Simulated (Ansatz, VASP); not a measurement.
## Two plane-wave programs on Os

INCAR

```
SYSTEM = Os
PREC = Accurate ; ENCUT = 560
EDIFF = 1E-6 ; ISMEAR = -1
SIGMA = 0.1 ; LREAL = .False.
LASPH = .True. ; NELM = 120
ALGO = Normal ; ISIF = 2
LWAVE = .False. ; LCHARG = .False.
GGA = PE ; NBANDS = 23
GGA_COMPAT = .False.
```

File KPOINTS:

```
regular mesh
0
Gamma
  11 11 11
  0 0 0
```

POSCAR

```
Os
1.0
    0.0000000000      2.7407118420      2.7407118420
    2.7407118420      0.0000000000      2.7407118420
    2.7407118420      2.7407118420      0.0000000000
Os
2
Direct
    0.1250000000      0.1250000000      0.1250000000
    0.8750000000      0.8750000000      0.8750000000
```

Input for Ansatz:

```yaml
crystal:
  lattice:
    - [0.0, 2.740711842, 2.740711842]
    - [2.740711842, 0.0, 2.740711842]
    - [2.740711842, 2.740711842, 0.0]
  atoms:
    - { symbol: Os, position: [0.125, 0.125, 0.125] }
    - { symbol: Os, position: [0.875, 0.875, 0.875] }
hamiltonian:
  xc: pbe
  pseudopotentials:
    kind: paw
    azcp:
      Os: "pseudopotentials/Os.paw.azcp"
basis:
  ecutwfc: 420
  fft_grid_basis: typed
kpoints:
  mp_grid: { grid: [11, 11, 11], shift: [0, 0, 0] }
magnetization:
  spin_polarized: false
scf:
  occupations: { method: fermi_dirac, width: 0.1 }
  lower_state_search: "off"
output:
  stress: true
```

Alike in both runs: task single point; functional PBE; k mesh 11 × 11 × 11; occupations fermi-dirac, width 0.1 eV; no spin polarisation.

|  | VASP | Ansatz |
| --- | --- | --- |
| version | VASP 6.6.1 | Ansatz 0.2.0 |
| potentials or method | VASP PAW PBE potentials, release 64 (Os_sv_GW), cutoff 560 eV | plane waves (420 eV) with PAW, scalar-relativistic |
| valence electrons in the cell | 32 | 32 |

|  | VASP | Ansatz | Ansatz less VASP |
| --- | --- | --- | --- |
| pressure (GPa) | 8.5 | 9.2 | +0.69 |

Neither program's run includes spin-orbit coupling.
